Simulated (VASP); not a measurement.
Input of a VASP 6.6.1 run:

The input INCAR:

```
SYSTEM = HfO2
PREC     = Accurate       ! precision mode
ENCUT    = 520            ! plane-wave cutoff, eV
EDIFF    = 1E-6           ! SCF threshold, eV
ISMEAR   = 0              ! smearing method
SIGMA    = 0.05           ! smearing width, eV
LREAL    = .False.        ! projectors in reciprocal space
LASPH    = .True.         ! aspherical terms in the spheres
NELM     = 80             ! most SCF steps
ALGO     = Normal         ! electronic algorithm
ISIF     = 2              ! what is computed and relaxed
LWAVE    = .False.        ! write WAVECAR
LCHARG   = .True.         ! write CHGCAR
GGA      = PE             ! functional
LELF     = .True.         ! ELF
LVHAR    = .True.       
NBANDS   = 18             ! bands
```

KPOINTS

```
Automatic mesh
0
Gamma
  8 8 8
  0 0 0
```

File POSCAR:

```
HfO2
1.0
    0.0000000000      2.4296250000      2.6853750000
    2.4296250000      0.0000000000      2.6853750000
    2.4296250000      2.4296250000      0.0000000000
Hf O
1 2
Direct
    0.0000000000      0.0000000000      0.0000000000
    0.2500000000      0.2500000000      0.2500000000
    0.7500000000      0.7500000000      0.7500000000
```

Potentials or basis: VASP PAW PBE potentials, release 64 (Hf_pv, O).

Run with:

```sh
$ cat potpaw_PBE.64/Hf_pv/POTCAR potpaw_PBE.64/O/POTCAR > POTCAR
$ mpirun -np 1 vasp_std > vasp.out
```

Question: Estimate the pressure.

Answer: 8.1 GPa.

Question: Predict the band gap on the k mesh.

Answer: 2.50 eV, indirect (least direct gap 3.00 eV).

Stress tensor (GPa, compression positive):
```
 24.62   0.00   0.00
  0.00  24.62   0.00
  0.00   0.00 -24.99
```

Caveat: the cell differs from its parent crystal (strain -0.050 along x and y, +0.050 along z); spin-orbit coupling is left out, which moves the levels of the heavy elements. A k mesh can miss the band edges.
